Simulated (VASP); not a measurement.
**Rb: single point with r2SCAN**

Rb:

```
CELL_PARAMETERS angstrom
5.29174 0.00000 0.00000
-2.64587 4.58278 0.00000
0.00000 0.00000 8.30209
ATOMIC_POSITIONS crystal
Rb 0.33333 0.66667 0.25000
Rb 0.66667 0.33333 0.75000
```

This cell differs from its parent crystal: biaxial strain in the a-b plane: +4.0 %, then relaxed in part.

```json
{
 "Program": "VASP 6.6.1",
 "Task": "single point",
 "Functional": "r2SCAN",
 "Potentials or basis": "VASP PAW PBE potentials, release 64 (Rb_sv)",
 "Cutoff": "520 eV",
 "k mesh": "9 × 9 × 6",
 "Occupations": "gaussian, width 0.1 eV",
 "Spin": "no spin polarisation"
}
```

The pressure is -0.1 GPa. The band gap on the k mesh is zero (bands 9 and 10 overlap by 2.30 eV).

Stress tensor (GPa, compression positive):
```
-0.19  0.00  0.00
 0.00 -0.19  0.00
 0.00  0.00  0.00
```

Levels at points of the mesh, in eV from the Fermi level:
```tsv
k point	band 5	band 6	band 7	band 8	band 9	band 10	band 11	band 12	band 13	band 14
(0.00, 0.00, 0.00)	-13.66	-13.65	-13.65	-13.65	-1.99	0.35	0.63	3.67	3.67	3.99
(0.00, 0.00, 0.50)	-13.65	-13.65	-13.65	-13.65	-1.29	-1.29	2.61	2.61	3.70	3.70
```

Wall time 9.4 min on 1 thread of Intel(R) Xeon(R) 6975P-C (Granite Rapids), with other jobs on the host, peak memory 0.41 GiB.

Caveat: the cell differs from its parent crystal (biaxial strain in the a-b plane: +4.0 %, then relaxed in part); the PAW data sets were made with another functional, which shifts forces and pressure a little.
